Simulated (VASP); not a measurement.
Write the native input for VASP 6.6.1 that does the following.

```yaml
Task: single point
Functional: PBE
Potentials_or_basis: VASP PAW PBE potentials, release 64 (Cu, O)
Cutoff: 520 eV
k_mesh: 10 × 10 × 6
Occupations: fermi-dirac, width 0.05 eV
Spin: no spin polarisation
Dipole_correction: no
Further_INCAR_settings: ALGO = Normal; EDIFF = 1e-06; NBANDS = 25
```

The structure of CuO lies in POSCAR:

```
CuO
1.0
    3.1581933087      0.0000000000      0.0000000000
   -1.5790966543      2.7350756386      0.0000000000
    0.0000000000      0.0000000000      4.4017482853
Cu O
2 2
Direct
    0.0000000000      0.0000000000      0.0000000000
    0.0000000000      0.0000000000      0.5000000000
    0.3333333333      0.6666666667      0.2500000000
    0.6666666667      0.3333333333      0.7500000000
```

These files were run (other wordings do the same):

INCAR

```
PREC = Accurate
ENCUT = 520
EDIFF = 1E-6
ISMEAR = -1
SIGMA = 0.05
LREAL = False
LASPH = True
NELM = 80
ALGO = Normal
ISIF = 2
LWAVE = False
LCHARG = False
GGA = PE
NBANDS = 25
```

KPOINTS

```
regular mesh
0
Gamma
  10 10 6
```

Potentials or basis: VASP PAW PBE potentials, release 64 (Cu, O).

Command:

```bash
$ cat potpaw_PBE.64/Cu/POTCAR potpaw_PBE.64/O/POTCAR > POTCAR
$ mpirun -np 1 vasp_std > vasp.out
```

Results of the run:

| Property | Result |
| --- | --- |
| Pressure | 10.7 GPa |
| Band gap on the k mesh | zero (band 17 reaches 6.61 eV, above the bottom of band 18 at 5.46 eV) |

Caveat: semilocal functionals often make such compounds metallic where correlation or magnetic order opens a gap, which also shifts bond lengths.

Wall time 19 s on 1 thread of Intel(R) Xeon(R) 6975P-C (Granite Rapids) (shared host), peak memory 0.18 GiB.
